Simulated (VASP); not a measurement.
Set up this calculation in VASP 6.6.1, as the native input.

```
Task                   : single point
Functional             : PBEsol
Potentials or basis    : VASP PAW PBE potentials, release 64 (Al, Ni)
Cutoff                 : 520 eV
k mesh                 : 14 × 14 × 14
Occupations            : gaussian, width 0.15 eV
Spin                   : no spin polarisation
Dipole correction      : no
Further INCAR settings : ALGO = Fast; EDIFF = 1e-07; NBANDS = 24
```

The structure of AlNi3 lies in POSCAR:

```
AlNi3
1.0
    0.2064749408      2.8902913291      2.8902913291
    2.8902913291      0.2064749408      2.8902913291
    2.8902913291      2.8902913291      0.2064749408
Al Ni
1 3
Direct
    0.5000000000      0.5000000000      0.5000000000
    0.2500000000      0.2500000000      0.2500000000
    0.0000000000      0.0000000000      0.0000000000
    0.7500000000      0.7500000000      0.7500000000
```

These files were run (other wordings do the same):

INCAR

```
ALGO = Fast
EDIFF = 1E-7
ENCUT = 520
GGA = PS
ISIF = 2
ISMEAR = 0
LASPH = T
LCHARG = T
LELF = T
LREAL = F
LVHAR = T
LWAVE = F
NBANDS = 24
NELM = 100
PREC = Accurate
SIGMA = 0.15
```

KPOINTS

```
k-points
0
Gamma
  14 14 14
```

Potentials or basis: VASP PAW PBE potentials, release 64 (Al, Ni).

The run is started by

```sh
$ cat potpaw_PBE.64/Al/POTCAR potpaw_PBE.64/Ni/POTCAR > POTCAR
$ mpirun -np 1 vasp_std > vasp.out
```

Results of the run:

```
Pressure               : 6.0 GPa
Largest force          : 0.097 eV/Å
Band gap on the k mesh : zero (an odd number of electrons rules out a gap without spin polarisation)
```

Caveat: the cell stands under pressure; the PAW data sets were made with another functional, which shifts forces and pressure a little.

Run time: 3.4 min on 1 thread of Intel(R) Xeon(R) 6975P-C (Granite Rapids), on a shared host, peak memory 0.36 GiB.
